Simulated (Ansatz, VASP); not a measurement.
## ScGa3P2 in VASP and in Ansatz

```
CELL_PARAMETERS angstrom
5.04199 0.00000 0.00000
0.00000 5.04199 0.00000
0.00000 0.00000 5.43150
ATOMIC_POSITIONS crystal
Sc 0.50000 0.50000 0.00000
Ga 0.50000 0.50000 0.50000
Ga 0.00000 0.00000 0.24835
Ga 0.00000 0.00000 0.75165
P 0.00000 0.50000 0.00000
P 0.50000 0.00000 0.00000
```

Alike in both runs: functional PBE; k mesh 4 × 4 × 2; occupations gaussian, width 0.1 eV; no spin polarisation.

Ansatz relaxed the structure, and its values are those at the end. VASP's run is a single point on that final structure, the one shown.

|  | VASP | Ansatz |
| --- | --- | --- |
| version | VASP 6.6.1 | Ansatz 0.2.0 |
| potentials or method | VASP PAW PBE potentials, release 64 (Sc_sv, Ga_d, P), cutoff 520 eV | scalar-relativistic, plane waves, PAW |
| valence electrons in the cell | 60 | 60 |

VASP gave:

```
gap on the k mesh at the Fermi level (eV) : none
pressure (GPa)                            : 0.1
rms of the force components (eV/Å)        : 0.008
```

Question: Which values does Ansatz return?

Answer: gap on the k mesh at the Fermi level (eV): none; pressure (GPa): 0.0; rms of the force components (eV/Å): 0.007.

A gap of «none» marks a metal or a gap that the smearing closes.

The k mesh is coarse, so the values compare programs but aren't converged.
